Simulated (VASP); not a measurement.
Write the native input for VASP 6.6.1 that does the following.

- Task: single point
- Functional: PBEsol
- Potentials or basis: VASP PAW PBE potentials, release 64 (Cd, S)
- Cutoff: 520 eV
- k mesh: 4 × 4 × 4
- Occupations: gaussian, width 0.01 eV
- Spin: no spin polarisation
- Dipole correction: no
- Further INCAR settings: ALGO = Normal; EDIFF = 1e-07; NBANDS = 16

The structure of CdS (Hawleyite) lies in POSCAR:

```
CdS
1.0
    0.0000000000      2.9165000000      2.9165000000
    2.9165000000      0.0000000000      2.9165000000
    2.9165000000      2.9165000000      0.0000000000
Cd S
1 1
Direct
    0.0000000000      0.0000000000      0.0000000000
    0.2500000000      0.2500000000      0.2500000000
```

The input as run:

INCAR

```
SYSTEM = CdS
PREC = Accurate
ENCUT = 520
EDIFF = 1E-7
ISMEAR = 0
SIGMA = 0.01
LREAL = .False.
LASPH = .True.
NELM = 80
ALGO = Normal
ISIF = 2
LWAVE = .False.
LCHARG = .False.
GGA = PS
NBANDS = 16
```

KPOINTS

```
Automatic mesh
0
Gamma
  4 4 4
  0 0 0
```

Potentials or basis: VASP PAW PBE potentials, release 64 (Cd, S).

Launch:

```bash
$ cat potpaw_PBE.64/Cd/POTCAR potpaw_PBE.64/S/POTCAR > POTCAR
$ mpirun -np 1 vasp_std > vasp.out
```

Results of the run:

```json
{
 "Pressure": "0.3 GPa",
 "Band gap on the k mesh": "1.00 eV, direct"
}
```

Caveat: the k points lie up to 0.47 Å⁻¹ apart; the PAW data sets were made with another functional, which shifts forces and pressure a little.

It took 8.9 s on 1 thread of Intel Xeon 6975P-C, with other jobs on the host, peak memory 0.17 GiB.
